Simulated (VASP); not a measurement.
# Ge in VASP: notebook

Runs on Ge. Level: PBE. Tasks: single point.

Everything below comes from runs of VASP 6.6.1. Logs are shortened: lines on timing, memory, paths and dates and some standing lists are left out, and cuts for length are marked.

## Step 1: The cell of the first run

Symmetry: Imma, No. 74, orthorhombic system. Conventional cell: a = 4.000 Å, b = 4.000 Å, c = 5.658 Å, α = 90.00°, β = 90.00°, γ = 90.00°. Ge (site symmetry mm2) has 4 Ge at 2.33 to 2.59 Å within 3.1 Å.

## Step 2: Single point, PBE (one atom moved)

File INCAR:

```
PREC     = Accurate       # precision mode
ENCUT    = 520            # plane-wave cutoff, eV
EDIFF    = 1E-7           # SCF threshold, eV
ISMEAR   = 0              # smearing method
SIGMA    = 0.1            # smearing width, eV
LREAL    = F              # projectors in reciprocal space
LASPH    = T              # aspherical terms in the spheres
NELM     = 80             # most SCF steps
ALGO     = Normal         # electronic algorithm
ISIF     = 2              # what is computed and relaxed
LWAVE    = F              # write WAVECAR
LCHARG   = F              # write CHGCAR
GGA      = PE             # functional
NBANDS   = 21             # bands
```

File KPOINTS:

```
regular mesh
0
Gamma
  12 12 12
```

File POSCAR:

```
Ge
1.0
    0.0000000000      2.8287700000      2.8287700000
    2.8287700000      0.0000000000      2.8287700000
    2.8287700000      2.8287700000      0.0000000000
Ge
2
Direct
    0.5000000000      0.5000000000      0.5000000000
    0.7897699353      0.7102300647      0.7897699353
```

Potentials or basis: VASP PAW PBE potentials, release 64 (Ge_d).

Started as:

```bash
> cat potpaw_PBE.64/Ge_d/POTCAR > POTCAR
> mpirun -np 1 vasp_std > vasp.out
```

OUTCAR:

```text
PREC = Accurate
   ENCUT = 520
   EDIFF = 1E-7
   ISMEAR = 0
   LREAL = F
   LASPH = T
   NELM = 80
   ISIF = 2
   GGA = PE

 ion  position               nearest neighbor table
   1  0.500  0.500  0.500-   2 2.33   2 2.33   2 2.59   2 2.59
   2  0.790  0.710  0.790-   1 2.33   1 2.33   1 2.59   1 2.59

  LATTYP: Found a face centered cubic cell.
 ALAT       =     5.6575400000

  Lattice vectors:

 A1 = (   0.0000000000,   2.8287700000,   2.8287700000)
 A2 = (   2.8287700000,   0.0000000000,   2.8287700000)
 A3 = (   2.8287700000,   2.8287700000,   0.0000000000)

Analysis of symmetry for initial positions (statically):
=====================================================================
 Subroutine PRICEL returns:
 Original cell was already a primitive cell.

 Routine SETGRP: Setting up the symmetry group for a
 face centered cubic supercell.

 Subroutine GETGRP returns: Found  8 space group operations
 (whereof  4 operations were pure point group operations)
 out of a pool of 48 trial point group operations.

The static configuration has the point symmetry C_2v.
 The point group associated with its full space group is D_2h.

Analysis of symmetry for dynamics (positions and initial velocities):
=====================================================================
 Subroutine PRICEL returns:
 Original cell was already a primitive cell.

 Routine SETGRP: Setting up the symmetry group for a
 face centered cubic supercell.

 Subroutine GETGRP returns: Found  8 space group operations
 (whereof  4 operations were pure point group operations)
 out of a pool of 48 trial point group operations.

The dynamic configuration has the point symmetry C_2v.
 The point group associated with its full space group is D_2h.

 Subroutine INISYM returns: Found  8 space group operations
 (whereof  4 operations are pure point group operations),
 and found     1 'primitive' translations

----------------------------------------------------------------------------------------

                                     Primitive cell

  volume of cell :      45.2713

  direct lattice vectors                    reciprocal lattice vectors
     0.000000000  2.828770000  2.828770000    -0.176755268  0.176755268  0.176755268
     2.828770000  0.000000000  2.828770000     0.176755268 -0.176755268  0.176755268
     2.828770000  2.828770000  0.000000000     0.176755268  0.176755268 -0.176755268

  length of vectors
     4.000484899  4.000484899  4.000484899     0.306149105  0.306149105  0.306149105

  position of ions in fractional coordinates (direct lattice)
     0.500000000  0.500000000  0.500000000
     0.789769935  0.710230065  0.789769935

  ion indices of the primitive-cell ions
   primitive index   ion index
                 1           1
                 2           2

----------------------------------------------------------------------------------------

 KPOINTS: regular mesh

Automatic generation of k-mesh.
 Grid dimensions read from file:
 generate k-points for:   12   12   12

 Generating k-lattice:

  Cartesian coordinates                     Fractional coordinates (reciprocal lattice)
    -0.014729606  0.014729606  0.014729606     0.083333333  0.000000000  0.000000000
     0.014729606 -0.014729606  0.014729606     0.000000000  0.083333333  0.000000000
     0.014729606  0.014729606 -0.014729606     0.000000000  0.000000000  0.083333333

  Length of vectors
     0.025512425  0.025512425  0.025512425

  Shift w.r.t. Gamma in fractional coordinates (k-lattice)
     0.000000000  0.000000000  0.000000000

 Subroutine IBZKPT returns following result:
 ===========================================

 Found    280 irreducible k-points:

 Following reciprocal coordinates:
            Coordinates               Weight
  0.000000  0.000000  0.000000      1.000000
  0.083333  0.000000  0.000000      4.000000
  0.000000  0.083333  0.000000      4.000000
  0.166667  0.000000  0.000000      4.000000
  0.000000  0.166667  0.000000      4.000000
  0.250000  0.000000  0.000000      4.000000
[... 16 lines left out ...]
  0.250000  0.166667  0.250000      4.000000
  0.333333  0.083333  0.000000      8.000000
 [... further k-points ...]
   k-points           NKPTS =    280   k-points in BZ     NKDIM =    280   number of bands    NBANDS=     21
   number of dos      NEDOS =    301   number of ions     NIONS =      2
   total plane-waves  NPLWV =  27000
   dimension x,y,z NGX =    30 NGY =   30 NGZ =   30
   dimension x,y,z NGXF=    60 NGYF=   60 NGZF=   60
   ions per type =               2
   NGX,Y,Z   is equivalent  to a cutoff of  12.47, 12.47, 12.47 a.u.
   NGXF,Y,Z  is equivalent  to a cutoff of  24.93, 24.93, 24.93 a.u.
 SYSTEM =  unknown system
   PREC   = accura    normal or accurate (medium, high low for compatibility)
   ISTART =      0    job   : 0-new  1-cont  2-samecut
   ICHARG =      2    charge: 1-file 2-atom 10-const
   ISPIN  =      1    spin polarized calculation?
   LNONCOLLINEAR =      F non collinear calculations
   LSORBIT =      F    spin-orbit coupling
   LASPH  =      T    aspherical Exc in radial PAW
   ENCUT  =  520.0 eV  38.22 Ry    6.18 a.u.   7.44  7.44  7.44*2*pi/ulx,y,z
   NELM   =     80;   NELMIN=  2; NELMDL= -5     # of ELM steps
   EDIFF  = 0.1E-06   stopping-criterion for ELM
   LREAL  =      F    real-space projection
   EDIFFG = 0.1E-05   stopping-criterion for IOM
   NSW    =      0    number of steps for IOM
   IBRION =     -1    ionic relax: 0-MD 1-quasi-New 2-CG
   NFREE  =      0    steps in history (QN), initial steepest desc. (CG)
   ISIF   =      2    stress and relaxation
   ISYM   =      2    0-nonsym 1-usesym 2-fastsym
   POTIM  = 0.5000    time-step for ionic-motion
   TEBEG  =    0.0;   TEEND  =   0.0 temperature during run
   PSTRESS=    0.0 pullay stress
   NELECT =      28.0000    total number of electrons
   NUPDOWN=      -1.0000    fix difference up-down
   EMIN   =  10.00;   EMAX   =-10.00  energy-range for DOS
   EFERMI =   0.00;   METHOD = LEGACY
   ISMEAR =     0;   SIGMA  =   0.10  broadening in eV -4-tet -1-fermi 0-gaus
   EFERMI_NEDOS =   21; number of points for ismear=-14 and -15
   IALGO  =     38    algorithm
   IMIX   =      4    mixing-type and parameters
     AMIX     =   0.40;   BMIX     =  1.00
     AMIX_MAG =   1.60;   BMIX_MAG =  1.00
  volume/ion in A,a.u.               =      22.64       152.75
  Fermi-wavevector in a.u.,A,eV,Ry     =   1.394825  2.635838 26.470653  1.945538
  Thomas-Fermi vector in A             =   2.518337
   LORBIT       =      0    0 simple, 1 ext, 2 COOP (PROOUT), +10 PAW based schemes
   GGA     = PE    functional components
   LHFCALC =     F    Hartree Fock is set to
   AEXX    =    0.0000 exact exchange contribution
   IVDW    =     0    specifies the selected vdW correction
   LEPSILON=     F    determine dielectric tensor
   LRPA    =     F    only Hartree local field effects (RPA)
 non-spin polarized calculation
 Gauss-broadening in eV      SIGMA  =   0.10
  energy-cutoff  :      520.00
  volume of cell :       45.27
 maximum number of plane-waves:      1243
 NGX is ok and might be reduce to    30
   NGX = 15   NGY = 15   NGZ = 15

 number of electron      28.0000002 magnetization

 Free energy of the ion-electron system (eV)
  ---------------------------------------------------
  ext. energy  EPLUGINS =         0.00000000
  ---------------------------------------------------
  free energy    TOTEN  =        -8.72875380 eV

  energy without entropy =       -8.72795850  energy(sigma->0) =       -8.72835615

 E-fermi :   5.2124     XC(G=0):  -9.9362

 val. band max:        5.1962763625   @ k =  -0.0833   0.0833   0.0000
 cond. band min:       5.2596414309   @ k =   0.0000   0.0833   0.0000
 fundamental gap:      0.0633650684
 Fermi energy:         5.2123735537

 k-point     1 :       0.0000    0.0000    0.0000
  band No.  band energies     occupation
      1     -19.9256      2.00000
      2     -19.9193      2.00000
      3     -19.8644      2.00000
      4     -19.8445      2.00000
      5     -19.8357      2.00000
      6     -19.6682      2.00000
[... 13 lines left out ...]
     20      14.4445      0.00000
     21      14.5619      0.00000

 k-point     2 :       0.0833    0.0000    0.0000
  band No.  band energies     occupation
      1     -19.9334      2.00000
      2     -19.9227      2.00000
      3     -19.8692      2.00000
      4     -19.8358      2.00000
      5     -19.8284      2.00000
      6     -19.6715      2.00000
[... 13 lines left out ...]
     20      13.7406      0.00000
     21      13.9514      0.00000

 k-point     3 :       0.0000    0.0833    0.0000
  band No.  band energies     occupation
      1     -19.9274      2.00000
      2     -19.9193      2.00000
      3     -19.8619      2.00000
      4     -19.8421      2.00000
      5     -19.8341      2.00000
      6     -19.6697      2.00000
[... 13 lines left out ...]
     20      13.9673      0.00000
     21      14.0257      0.00000

 k-point     4 :       0.1667    0.0000    0.0000
  band No.  band energies     occupation
      1     -19.9499      2.00000
      2     -19.9309      2.00000
      3     -19.8758      2.00000
      4     -19.8187      2.00000
      5     -19.8151      2.00000
      6     -19.6790      2.00000
[... 13 lines left out ...]
     20      13.1961      0.00000
     21      13.3784      0.00000

 k-point     5 :       0.0000    0.1667    0.0000
  band No.  band energies     occupation
      1     -19.9313      2.00000
      2     -19.9188      2.00000
      3     -19.8557      2.00000
      4     -19.8368      2.00000
      5     -19.8286      2.00000
      6     -19.6746      2.00000
[... 13 lines left out ...]
     20      13.4194      0.00000
     21      13.6743      0.00000

 k-point     6 :       0.2500    0.0000    0.0000
  band No.  band energies     occupation
      1     -19.9656      2.00000
      2     -19.9420      2.00000
      3     -19.8794      2.00000
      4     -19.8041      2.00000
      5     -19.8036      2.00000
      6     -19.6854      2.00000
[... 13 lines left out ...]
     20      13.2538      0.00000
     21      13.2561      0.00000

 k-point     7 :       0.0000    0.2500    0.0000
  band No.  band energies     occupation
      1     -19.9353      2.00000
      2     -19.9173      2.00000
      3     -19.8489      2.00000
      4     -19.8325      2.00000
      5     -19.8182      2.00000
      6     -19.6835      2.00000
[... 13 lines left out ...]
     20      13.3671      0.00000
     21      13.7087      0.00000
[... 291 lines left out ...]
      1     -19.9624      2.00000
      2     -19.9461      2.00000
      3     -19.8809      2.00000
      4     -19.8061      2.00000
      5     -19.7949      2.00000
      6     -19.6978      2.00000
[... 13 lines left out ...]
     20      13.4314      0.00000
     21      13.9147      0.00000

 k-point    21 :       0.0000    0.2500    0.0833
  band No.  band energies     occupation
      1     -19.9419      2.00000
      2     -19.9207      2.00000
      3     -19.8562      2.00000
      4     -19.8233      2.00000
      5     -19.8122      2.00000
      6     -19.6928      2.00000
[... 13 lines left out ...]
     20      13.6039      0.00000
     21      14.4833      0.00000

 k-point    22 :       0.0833    0.0000    0.2500
  band No.  band energies     occupation
      1     -19.9573      2.00000
      2     -19.9237      2.00000
      3     -19.8691      2.00000
      4     -19.8226      2.00000
      5     -19.8086      2.00000
      6     -19.6801      2.00000
[... 13 lines left out ...]
     20      13.9514      0.00000
     21      13.9949      0.00000

 k-point    23 :       0.2500    0.1667    0.2500
  band No.  band energies     occupation
      1     -19.9344      2.00000
      2     -19.9174      2.00000
      3     -19.8492      2.00000
      4     -19.8393      2.00000
      5     -19.8209      2.00000
      6     -19.6752      2.00000
[... 13 lines left out ...]
     20      13.3259      0.00000
     21      14.1428      0.00000

 k-point    24 :       0.3333    0.0833    0.0000
  band No.  band energies     occupation
      1     -19.9733      2.00000
      2     -19.9586      2.00000
      3     -19.8811      2.00000
      4     -19.7967      2.00000
      5     -19.7878      2.00000
      6     -19.7011      2.00000
[... 13 lines left out ...]
     20      13.4604      0.00000
     21      14.2713      0.00000

 [... further k-points ...]
[... 5 lines left out ...]
  --------------------------------------------------------------------------------------
  -------------------------------------------------------------------------------------
  Total        1.7109312      1.0009634      1.7109312      0.0000000      0.0000000     -2.1937466
  in kB       60.5508457     35.4246747     60.5508457      0.0000000      0.0000000    -77.6379626
  external PRESSURE =      52.1754553 kB  Pullay stress =       0.0000000 kB

 VOLUME and BASIS-vectors are now :
 -----------------------------------------------------------------------------
  energy-cutoff  :      520.00
  volume of cell :       45.27
      direct lattice vectors                 reciprocal lattice vectors
     0.000000000  2.828770000  2.828770000    -0.176755268  0.176755268  0.176755268
     2.828770000  0.000000000  2.828770000     0.176755268 -0.176755268  0.176755268
     2.828770000  2.828770000  0.000000000     0.176755268  0.176755268 -0.176755268

 POSITION                                       TOTAL-FORCE (eV/Angst)
 -----------------------------------------------------------------------------------
      2.82877      2.82877      2.82877         0.000000      2.415301      0.000000
      4.24315      4.46815      4.24315         0.000000     -2.415301      0.000000
 -----------------------------------------------------------------------------------
    total drift:                               -0.000001      0.000057     -0.000001

  FREE ENERGIE OF THE ION-ELECTRON SYSTEM (eV)
  ---------------------------------------------------
  free  energy   TOTEN  =        -8.7287537968 eV

  energy  without entropy=       -8.7279585020  energy(sigma->0) =       -8.72835615
```

It took 92 s on 1 thread of Intel Xeon 6975P-C (Granite Rapids), shared host; peak memory 0.32 GiB.

What came out:

```
Free energy            : -8.7288 eV
Pressure               : 5.2 GPa
Largest force          : 2.415 eV/Å
Band gap on the k mesh : zero (band 14 reaches 5.79 eV, above the bottom of band 15 at 4.82 eV)
```

Forces in eV/Å, atoms in the order of the input:
```
Ge   0.000  2.415  0.000
Ge   0.000 -2.415  0.000
```

Stress tensor (GPa, compression positive):
```
 6.06  0.00 -7.76
 0.00  3.54  0.00
-7.76  0.00  6.06
```

Caveat: the cell differs from its parent crystal (one atom moved); forces of over 1 eV/Å act on the atoms, so gaps and moduli don't describe the material at rest.

## Step 3: Single point, PBE (strained and its atoms moved)

File INCAR:

```
ALGO = Normal
EDIFF = 1E-7
ENCUT = 520
GGA = PE
ISIF = 2
ISMEAR = 0
LASPH = True
LCHARG = False
LREAL = False
LWAVE = False
NBANDS = 21
NELM = 60
PREC = Accurate
SIGMA = 0.1
```

File KPOINTS:

```
k-points
0
Gamma
  12 12 12
```

File POSCAR:

```
Ge
1.0
   -0.0563773861      2.7621241788      2.6969776057
    2.7621241788     -0.0563773861      2.6969776057
    2.7053507649      2.7053507649      0.0003960278
Ge
2
Direct
    0.5176692936      0.5176692936      0.4829945016
    0.7323307064      0.7323307064      0.7670054984
```

Potentials or basis: VASP PAW PBE potentials, release 64 (Ge_d).

Started as:

```bash
> cat potpaw_PBE.64/Ge_d/POTCAR > POTCAR
> mpirun -np 1 vasp_std > vasp.out
```

Wall time 2.4 min (1 thread of Intel Xeon 6975P-C (Granite Rapids), shared host); peak memory 0.41 GiB.

The run converged. Its results:

| Property | Result |
| --- | --- |
| Free energy | -8.4248 eV |
| Pressure | 15.4 GPa |
| Largest force | 3.107 eV/Å |
| Band gap on the k mesh | zero (band 14 reaches 6.80 eV, above the bottom of band 15 at 6.15 eV) |

Forces in eV/Å, atoms in the order of the input:
```
Ge  -0.085 -0.085 -3.104
Ge   0.085  0.085  3.104
```

Stress tensor (GPa, compression positive):
```
15.99 15.11  0.28
15.11 15.99  0.28
 0.28  0.28 14.20
```

Levels at points of the mesh, in eV from the Fermi level:
| k point | band 12 | band 13 | band 14 | band 15 | band 16 | band 17 |
| --- | --- | --- | --- | --- | --- | --- |
| (0.00, 0.00, 0.00) | -1.29 | -0.07 | 0.51 | 0.56 | 1.28 | 2.14 |
| (0.50, 0.00, 0.00) | -7.84 | -2.51 | -1.10 | 0.10 | 2.60 | 4.16 |
| (0.50, 0.50, 0.00) | -8.63 | -4.00 | -3.88 | -0.11 | 0.45 | 9.69 |
| (0.00, 0.00, 0.50) | -9.02 | -2.24 | -1.58 | 0.18 | 2.59 | 4.55 |
| (0.50, 0.00, 0.50) | -9.75 | -3.60 | -3.60 | 0.29 | 0.31 | 9.94 |
| (0.50, 0.50, 0.50) | -9.07 | -2.23 | -1.60 | 0.20 | 2.63 | 4.54 |

Caveat: the cell differs from its parent crystal (strained and its atoms moved); forces of over 1 eV/Å act on the atoms, so gaps and moduli don't describe the material at rest.
